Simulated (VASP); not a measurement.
# As in VASP: a series of runs

The runs below take As through single point, with PBE+D3(BJ).

All numbers are computed with VASP 6.6.1; they aren't measurements. Logs are shortened: lines on timing, memory, paths and dates and some standing lists are left out, and cuts for length are marked.

### 1 The cell of the first run

The cell holds a slab with vacuum, 4 atoms: a = 3.572 Å, b = 3.572 Å, c = 20.295 Å, α = 90.00°, β = 90.00°, γ = 120.00°.

### 2 Single point, PBE+D3(BJ)

Contents of INCAR:

```
  PREC = Accurate
  ENCUT = 520
  EDIFF = 1E-6
  ISMEAR = 0
  SIGMA = 0.05
  LREAL = False
  LASPH = True
  NELM = 80
  ALGO = Normal
  ISIF = 2
  LWAVE = False
  LCHARG = False
  LDIPOL = True
  IDIPOL = 3
  DIPOL = 0.5 0.5 0.371
  GGA = PE
  IVDW = 12
  NBANDS = 18
```

Contents of KPOINTS:

```
regular mesh
0
Gamma
  9 9 1
```

Contents of POSCAR:

```
As
1.0
    3.5716242608      0.0000000000      0.0000000000
   -1.7858121304      3.0931173426      0.0000000000
    0.0000000000      0.0000000000     20.2951239197
As
4
Direct
    0.3333333333      0.6666666667      0.2217281362
    0.6666666667      0.3333333333      0.2905900936
    1.0000000000      1.0000000000      0.4517125392
    0.6666666667      1.3333333333      0.5205744967
```

Potentials or basis: VASP PAW PBE potentials, release 64 (As).

Launch:

```console
$ cat potpaw_PBE.64/As/POTCAR > POTCAR
$ mpirun -np 1 vasp_std > vasp.out
```

OUTCAR:

```text
PREC = Accurate
   ENCUT = 520
   EDIFF = 1E-6
   ISMEAR = 0
   LREAL = False
   LASPH = True
   NELM = 80
   ISIF = 2
   GGA = PE
   IVDW = 12
 IVDW          = 12

 ion  position               nearest neighbor table
   1  0.333  0.667  0.222-   2 2.49   2 2.49   2 2.49
   2  0.667  0.333  0.291-   1 2.49   1 2.49   1 2.49
   3  0.000  0.000  0.452-   4 2.49   4 2.49   4 2.49
   4  0.667  0.333  0.521-   3 2.49   3 2.49   3 2.49

  LATTYP: Found a hexagonal cell.
 ALAT       =     3.5716242608
 C/A-ratio  =     5.6823233458

  Lattice vectors:

 A1 = (   3.5716242608,   0.0000000000,   0.0000000000)
 A2 = (  -1.7858121304,   3.0931173426,   0.0000000000)
 A3 = (   0.0000000000,   0.0000000000,  20.2951239197)

Analysis of symmetry for initial positions (statically):
=====================================================================
 Subroutine PRICEL returns:
 Original cell was already a primitive cell.

 Routine SETGRP: Setting up the symmetry group for a
 hexagonal supercell.

 Subroutine GETGRP returns: Found  6 space group operations
 (whereof  6 operations were pure point group operations)
 out of a pool of 24 trial point group operations.

The static configuration has the point symmetry C_3v.

Analysis of symmetry for dynamics (positions and initial velocities):
=====================================================================
 Subroutine PRICEL returns:
 Original cell was already a primitive cell.

 Routine SETGRP: Setting up the symmetry group for a
 hexagonal supercell.

 Subroutine GETGRP returns: Found  6 space group operations
 (whereof  6 operations were pure point group operations)
 out of a pool of 24 trial point group operations.

The dynamic configuration has the point symmetry C_3v.

 Subroutine INISYM returns: Found  6 space group operations
 (whereof  6 operations are pure point group operations),
 and found     1 'primitive' translations

----------------------------------------------------------------------------------------

                                     Primitive cell

  volume of cell :     224.2094

  direct lattice vectors                    reciprocal lattice vectors
     3.571624261  0.000000000  0.000000000     0.279984659  0.161649218  0.000000000
    -1.785812130  3.093117343  0.000000000     0.000000000  0.323298436  0.000000000
     0.000000000  0.000000000 20.295123920     0.000000000  0.000000000  0.049272919

  length of vectors
     3.571624261  3.571624261 20.295123920     0.323298436  0.323298436  0.049272919

  position of ions in fractional coordinates (direct lattice)
     0.333333333  0.666666667  0.221728136
     0.666666667  0.333333333  0.290590094
     0.000000000  0.000000000  0.451712539
     0.666666667  0.333333333  0.520574497

  ion indices of the primitive-cell ions
   primitive index   ion index
                 1           1
                 2           2
                 3           3
                 4           4

----------------------------------------------------------------------------------------

 KPOINTS: regular mesh

Automatic generation of k-mesh.
 Grid dimensions read from file:
 generate k-points for:    9    9    1

 Generating k-lattice:

  Cartesian coordinates                     Fractional coordinates (reciprocal lattice)
     0.031109407  0.017961024  0.000000000     0.111111111 -0.000000000  0.000000000
     0.000000000  0.035922048  0.000000000     0.000000000  0.111111111  0.000000000
     0.000000000  0.000000000  0.049272919     0.000000000  0.000000000  1.000000000

  Length of vectors
     0.035922048  0.035922048  0.049272919

  Shift w.r.t. Gamma in fractional coordinates (k-lattice)
     0.000000000  0.000000000  0.000000000

 Subroutine IBZKPT returns following result:
 ===========================================

 Found     12 irreducible k-points:

 Following reciprocal coordinates:
            Coordinates               Weight
  0.000000  0.000000  0.000000      1.000000
  0.111111  0.000000  0.000000      6.000000
  0.222222  0.000000  0.000000      6.000000
  0.333333  0.000000  0.000000      6.000000
  0.444444  0.000000  0.000000      6.000000
  0.111111  0.111111  0.000000      6.000000
  0.222222  0.111111  0.000000     12.000000
  0.333333  0.111111  0.000000     12.000000
  0.444444  0.111111  0.000000      6.000000
  0.222222  0.222222  0.000000      6.000000
  0.333333  0.222222  0.000000     12.000000
  0.333333  0.333333  0.000000      2.000000
   k-points           NKPTS =     12   k-points in BZ     NKDIM =     12   number of bands    NBANDS=     18
   number of dos      NEDOS =    301   number of ions     NIONS =      4
   total plane-waves  NPLWV = 125440
   dimension x,y,z NGX =    28 NGY =   28 NGZ =  160
   dimension x,y,z NGXF=    56 NGYF=   56 NGZF=  320
   ions per type =               4
   NGX,Y,Z   is equivalent  to a cutoff of  13.03, 13.03, 13.11 a.u.
   NGXF,Y,Z  is equivalent  to a cutoff of  26.07, 26.07, 26.21 a.u.
 SYSTEM =  unknown system
   PREC   = accura    normal or accurate (medium, high low for compatibility)
   ISTART =      0    job   : 0-new  1-cont  2-samecut
   ICHARG =      2    charge: 1-file 2-atom 10-const
   ISPIN  =      1    spin polarized calculation?
   LNONCOLLINEAR =      F non collinear calculations
   LSORBIT =      F    spin-orbit coupling
   LASPH  =      T    aspherical Exc in radial PAW
   ENCUT  =  520.0 eV  38.22 Ry    6.18 a.u.   6.64  6.64 37.74*2*pi/ulx,y,z
   NELM   =     80;   NELMIN=  2; NELMDL= -5     # of ELM steps
   EDIFF  = 0.1E-05   stopping-criterion for ELM
   LREAL  =      F    real-space projection
[... 7 lines left out ...]
   TEBEG  =    0.0;   TEEND  =   0.0 temperature during run
   PSTRESS=    0.0 pullay stress
   NELECT =      20.0000    total number of electrons
   NUPDOWN=      -1.0000    fix difference up-down
   EMIN   =  10.00;   EMAX   =-10.00  energy-range for DOS
   EFERMI =   0.00;   METHOD = LEGACY
   ISMEAR =     0;   SIGMA  =   0.05  broadening in eV -4-tet -1-fermi 0-gaus
   EFERMI_NEDOS =   21; number of points for ismear=-14 and -15
   IALGO  =     38    algorithm
   IMIX   =      4    mixing-type and parameters
     AMIX     =   0.40;   BMIX     =  1.00
     AMIX_MAG =   1.60;   BMIX_MAG =  1.00
  volume/ion in A,a.u.               =      56.05       378.26
  Fermi-wavevector in a.u.,A,eV,Ry     =   0.731476  1.382290  7.279899  0.535057
  Thomas-Fermi vector in A             =   1.823703
   LORBIT       =      0    0 simple, 1 ext, 2 COOP (PROOUT), +10 PAW based schemes
   GGA     = PE    functional components
   LHFCALC =     F    Hartree Fock is set to
   AEXX    =    0.0000 exact exchange contribution
   IVDW    =    12    specifies the selected vdW correction
   LEPSILON=     F    determine dielectric tensor
   LRPA    =     F    only Hartree local field effects (RPA)
 non-spin polarized calculation
 Gauss-broadening in eV      SIGMA  =   0.05
  energy-cutoff  :      520.00
  volume of cell :      224.21
 maximum number of plane-waves:      6099
 NGX is ok and might be reduce to    28
   NGX = 13   NGY = 13   NGZ = 75

 number of electron      20.0000000 magnetization

 dipolmoment           0.000000      0.000000     -0.004299 electrons x Angstroem

 Free energy of the ion-electron system (eV)
  ---------------------------------------------------
  ext. energy  EPLUGINS =         0.00000000
  ---------------------------------------------------
  free energy    TOTEN  =       -18.64175934 eV

  energy without entropy =      -18.64175934  energy(sigma->0) =      -18.64175934

 E-fermi :  -1.0521     XC(G=0):  -4.6624

 val. band max:       -1.2888586095   @ k =   0.1111   0.0000   0.0000
 cond. band min:      -0.3020752101   @ k =   0.3333   0.0000   0.0000
 fundamental gap:      0.9867833994
 Fermi energy:        -1.0521294453

 k-point     1 :       0.0000    0.0000    0.0000
  band No.  band energies     occupation
      1     -15.2741      2.00000
      2     -15.1570      2.00000
      3      -9.1662      2.00000
      4      -8.5224      2.00000
      5      -2.8932      2.00000
      6      -1.5743      2.00000
[... 10 lines left out ...]
     17       3.2667      0.00000
     18       3.5260      0.00000

 k-point     2 :       0.1111    0.0000    0.0000
  band No.  band energies     occupation
      1     -15.1060      2.00000
      2     -14.9893      2.00000
      3      -9.1128      2.00000
      4      -8.5174      2.00000
      5      -3.1192      2.00000
      6      -2.8925      2.00000
[... 10 lines left out ...]
     17       3.4895      0.00000
     18       3.7434      0.00000

 k-point     3 :       0.2222    0.0000    0.0000
  band No.  band energies     occupation
      1     -14.6105      2.00000
      2     -14.4958      2.00000
      3      -9.0947      2.00000
      4      -8.6820      2.00000
      5      -4.7705      2.00000
      6      -4.4488      2.00000
[... 10 lines left out ...]
     17       4.0266      0.00000
     18       4.3029      0.00000

 k-point     4 :       0.3333    0.0000    0.0000
  band No.  band energies     occupation
      1     -13.8286      2.00000
      2     -13.7192      2.00000
      3      -9.5872      2.00000
      4      -9.4330      2.00000
      5      -5.5934      2.00000
      6      -5.0800      2.00000
[... 10 lines left out ...]
     17       4.8087      0.00000
     18       4.8461      0.00000

 k-point     5 :       0.4444    0.0000    0.0000
  band No.  band energies     occupation
      1     -12.9494      2.00000
      2     -12.8580      2.00000
      3     -10.5642      2.00000
      4     -10.4753      2.00000
      5      -5.3864      2.00000
      6      -4.9992      2.00000
[... 10 lines left out ...]
     17       4.7710      0.00000
     18       5.1610      0.00000

 k-point     6 :       0.1111    0.1111    0.0000
  band No.  band energies     occupation
      1     -14.7737      2.00000
      2     -14.6583      2.00000
      3      -9.0711      2.00000
      4      -8.5914      2.00000
      5      -4.2540      2.00000
      6      -3.9726      2.00000
[... 10 lines left out ...]
     17       3.8920      0.00000
     18       4.1012      0.00000

 k-point     7 :       0.2222    0.1111    0.0000
  band No.  band energies     occupation
      1     -14.1298      2.00000
      2     -14.0177      2.00000
      3      -9.2934      2.00000
      4      -9.0543      2.00000
      5      -5.2807      2.00000
      6      -4.8114      2.00000
[... 10 lines left out ...]
     17       4.5250      0.00000
     18       4.7249      0.00000

 k-point     8 :       0.3333    0.1111    0.0000
  band No.  band energies     occupation
      1     -13.2530      2.00000
      2     -13.1504      2.00000
      3     -10.1261      2.00000
      4     -10.0365      2.00000
      5      -5.4713      2.00000
      6      -5.0574      2.00000
[... 10 lines left out ...]
     17       5.1111      0.00000
     18       5.4277      0.00000

 k-point     9 :       0.4444    0.1111    0.0000
  band No.  band energies     occupation
      1     -12.6180      2.00000
      2     -12.5390      2.00000
      3     -10.8309      2.00000
      4     -10.7520      2.00000
      5      -5.2940      2.00000
      6      -5.1563      2.00000
[... 10 lines left out ...]
     17       4.9992      0.00000
     18       5.2810      0.00000

 k-point    10 :       0.2222    0.2222    0.0000
  band No.  band energies     occupation
      1     -13.3686      2.00000
      2     -13.2626      2.00000
      3      -9.8997      2.00000
      4      -9.8093      2.00000
      5      -5.2000      2.00000
      6      -4.9973      2.00000
[... 10 lines left out ...]
     17       5.3818      0.00000
     18       5.4609      0.00000

 k-point    11 :       0.3333    0.2222    0.0000
  band No.  band energies     occupation
      1     -12.4704      2.00000
      2     -12.3809      2.00000
      3     -10.8065      2.00000
      4     -10.7404      2.00000
      5      -5.6897      2.00000
      6      -5.6288      2.00000
[... 10 lines left out ...]
     17       5.8275      0.00000
     18       5.9717      0.00000

 k-point    12 :       0.3333    0.3333    0.0000
  band No.  band energies     occupation
      1     -11.6102      2.00000
      2     -11.6101      2.00000
      3     -11.5315      2.00000
      4     -11.5282      2.00000
      5      -6.0873      2.00000
      6      -6.0390      2.00000
[... 10 lines left out ...]
     17       6.5756      0.00000
     18       6.9629      0.00000

------------------------ aborting loop because EDIFF is reached ----------------------------------------

 vacuum level on the upper side and lower side of the slab       (xc-potential included)        -0.243        -0.181

 Edisp (eV)   -1.09260

 E8    (eV) :    -0.4774

  FORCE on cell =-STRESS in cart. coord.  units (eV):
  Direction    XX          YY          ZZ          XY          YZ          ZX
  --------------------------------------------------------------------------------------
  -------------------------------------------------------------------------------------
  Total       0.29978     0.29978    -0.19437     0.00000     0.00000     0.00000
  in kB       2.14220     2.14220    -1.38893     0.00000     0.00000     0.00000
  external pressure =        0.97 kB  Pullay stress =        0.00 kB

 VOLUME and BASIS-vectors are now :
 -----------------------------------------------------------------------------
  energy-cutoff  :      520.00
  volume of cell :      224.21
      direct lattice vectors                 reciprocal lattice vectors
     3.571624261  0.000000000  0.000000000     0.279984659  0.161649218  0.000000000
    -1.785812130  3.093117343  0.000000000     0.000000000  0.323298436  0.000000000
     0.000000000  0.000000000 20.295123920     0.000000000  0.000000000  0.049272919

 POSITION                                       TOTAL-FORCE (eV/Angst)
 -----------------------------------------------------------------------------------
     -0.00000      2.06208      4.50000        -0.000000     -0.000000     -0.041542
      1.78581      1.03104      5.89756         0.000000      0.000000      0.139907
      0.00000      0.00000      9.16756         0.000000     -0.000000     -0.157558
      1.78581      1.03104     10.56512         0.000000      0.000000      0.059193
 -----------------------------------------------------------------------------------
    total drift:                               -0.000000      0.000000      0.000052

  FREE ENERGIE OF THE ION-ELECTRON SYSTEM (eV)
  ---------------------------------------------------
  free  energy   TOTEN  =       -19.7343595298 eV

  energy  without entropy=      -19.7343595298  energy(sigma->0) =      -19.73435953

 vacuum level on the upper side and lower side of the slab         3.567         3.636
```

Wall time 2 min (1 thread of AMD EPYC 7R43 (Zen 3), shared host); peak memory 0.28 GiB.

Results:

| Item | Value |
| --- | --- |
| Free energy | -19.7344 eV |
| Largest force | 0.158 eV/Å |
| Band gap on the k mesh | 0.99 eV, indirect (least direct gap 1.73 eV) |
| Dispersion energy per atom | -0.273 eV |

Forces in eV/Å, atoms in the order of the input:
```
As   0.000  0.000 -0.042
As   0.000  0.000  0.140
As   0.000  0.000 -0.158
As   0.000  0.000  0.059
```

Levels at points of the mesh, in eV from the valence-band top:
| k point | band 7 | band 8 | band 9 | band 10 | band 11 | band 12 | band 13 | band 14 |
| --- | --- | --- | --- | --- | --- | --- | --- | --- |
| (0.00, 0.00, 0.00) | -0.29 | -0.21 | -0.21 | -0.12 | 1.67 | 2.28 | 3.21 | 3.21 |

### 3 Single point, PBE+D3(BJ)

Contents of INCAR:

```
SYSTEM = As
PREC = Accurate
ENCUT = 520
EDIFF = 1E-6
ISMEAR = 0
SIGMA = 0.05
LREAL = .False.
LASPH = .True.
NELM = 100
ALGO = Normal
ISIF = 2
LWAVE = .False.
LCHARG = .False.
LDIPOL = .True.
IDIPOL = 3
DIPOL = 0.5 0.5 0.371
GGA = PE
IVDW = 12
NBANDS = 18
```

Contents of KPOINTS:

```
Automatic mesh
0
Gamma
  9 9 1
  0 0 0
```

POSCAR is that of step 2.

Potentials or basis: VASP PAW PBE potentials, release 64 (As).

Launch:

```console
$ cat potpaw_PBE.64/As/POTCAR > POTCAR
$ mpirun -np 1 vasp_std > vasp.out
```

Run time: 1.9 min. Hardware: 1 thread of AMD EPYC 7R43 (Zen 3), shared host; peak memory 0.29 GiB.

The run converged. Its results:

```
Free energy                : -19.7344 eV
Largest force              : 0.158 eV/Å
Band gap on the k mesh     : 0.99 eV, indirect (least direct gap 1.73 eV)
Dispersion energy per atom : -0.273 eV
```

Forces on the atoms (eV/Å):
```
As   0.000  0.000 -0.042
As   0.000  0.000  0.140
As   0.000  0.000 -0.158
As   0.000  0.000  0.059
```

Levels at points of the mesh, in eV from the valence-band top:
```
           k point  band 7  band 8  band 9  band 10  band 11  band 12  band 13  band 14
(0.00, 0.00, 0.00)   -0.29   -0.21   -0.21    -0.12     1.67     2.28     3.21     3.21
```
